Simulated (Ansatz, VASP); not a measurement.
## Al in VASP and in Ansatz

Contents of INCAR:

```
SYSTEM = Al
PREC     = Accurate       ! precision mode
ENCUT    = 520            ! plane-wave cutoff, eV
EDIFF    = 1E-7           ! SCF threshold, eV
ISMEAR   = 0              ! smearing method
SIGMA    = 0.15           ! smearing width, eV
LREAL    = .False.        ! projectors in reciprocal space
LASPH    = .True.         ! aspherical terms in the spheres
NELM     = 80             ! most SCF steps
ALGO     = Fast           ! electronic algorithm
ISIF     = 2              ! what is computed and relaxed
LWAVE    = .False.        ! write WAVECAR
LCHARG   = .False.        ! write CHGCAR
GGA      = PE             ! functional
NBANDS   = 10             ! bands
```

KPOINTS

```
regular mesh
0
Gamma
  18 18 20
  0 0 0
```

The input POSCAR:

```
Al
1.0
    0.0000000000     -2.0239800000     -2.0239800000
   -2.0239800000      0.0000000000     -2.0239800000
    2.0239800000      2.0239800000     -4.0479600000
Al
2
Direct
    0.5160303761      0.5160303761      0.4518632336
   -0.0160303761     -0.0160303761      0.0481367664
```

Input for Ansatz:

```yaml
crystal:
  lattice:
    - [0.0, -2.02398, -2.02398]
    - [-2.02398, 0.0, -2.02398]
    - [2.02398, 2.02398, -4.04796]
  atoms:
    - { symbol: Al, position: [0.5160303761, 0.5160303761, 0.4518632336] }
    - { symbol: Al, position: [-0.0160303761, -0.0160303761, 0.0481367664] }
basis:
  ecutwfc: 420
kpoints:
  mp_grid: { grid: [18, 18, 20] }
hamiltonian:
  xc: pbe
scf:
  occupations: { method: gaussian, width: 0.15 }
output:
  forces: true
  stress: true
  eigenvalues: true
```

Change from the starting cell: mode 6 (315.7 1/cm) frozen in, largest displacement +0.225 Å.

Alike in both runs: task single point; functional PBE; k mesh 18 × 18 × 20; occupations gaussian, width 0.15 eV; no spin polarisation.

|  | VASP | Ansatz |
| --- | --- | --- |
| version | VASP 6.6.1 | Ansatz 0.2.0 |
| potentials or method | VASP PAW PBE potentials, release 64 (Al), cutoff 520 eV | scalar-relativistic, plane waves, PAW |
| valence electrons in the cell | 6 | 6 |

VASP gave:

| Quantity | Value |
| --- | --- |
| gap on the k mesh at the Fermi level (eV) | none |
| pressure (GPa) | 7.9 |
| traceless stress, the component that is largest in VASP (GPa) | 2.09 |
| rms of the force components (eV/Å) | 1.583 |

Task: Estimate Ansatz's values.

Result: gap on the k mesh at the Fermi level (eV): none; pressure (GPa): 7.9; traceless stress, the component that is largest in VASP (GPa): 2.09; rms of the force components (eV/Å): 1.582.

Atom by atom the forces differ by 0.000 eV/Å (rms over components). A gap of «none» marks a metal or a gap that the smearing closes.
